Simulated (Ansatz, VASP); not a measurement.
**Two plane-wave programs on Be2SeO4**

```
Be Se O
1.0
     2.97171   -0.00131   -0.00010
    -0.25487    4.42476   -0.05411
    -1.17732   -0.74970    6.52723
Be Se O
2 1 4
Direct
  0.29518 0.60905 0.65944
  0.64825 0.48706 0.32164
  0.14651 0.91493 0.07515
  0.12064 0.60829 0.22453
  0.75574 0.56798 0.56454
  0.42997 0.69918 0.89997
  0.60371 0.11350 0.25474
```

Alike in both runs: functional PBE; k mesh 8 × 6 × 4; no spin polarisation.

Ansatz relaxed the structure, and its values are those at the end. VASP's run is a single point on that final structure, the one shown.

|  | VASP | Ansatz |
| --- | --- | --- |
| version | VASP 6.6.1 | Ansatz 0.2.0 |
| potentials or method | VASP PAW PBE potentials, release 64 (Be, Se, O), cutoff 520 eV | scalar-relativistic, plane waves, PAW |
| occupations | gaussian, width 0.01 eV | fixed |
| valence electrons in the cell | 34 | 44 |

```tsv
	VASP	Ansatz	Ansatz less VASP
gap on the k mesh at the Fermi level (eV)	3.48	3.49	+0.014
least direct gap on the mesh (eV)	3.97	3.98	+0.012
pressure (GPa)	0.5	0.0	-0.46
rms of the force components (eV/Å)	0.068	0.000	-0.0680
```

VASP's potentials hold 34 valence electrons a cell and Ansatz's 44, so a difference there can come from the potentials and not from the codes.
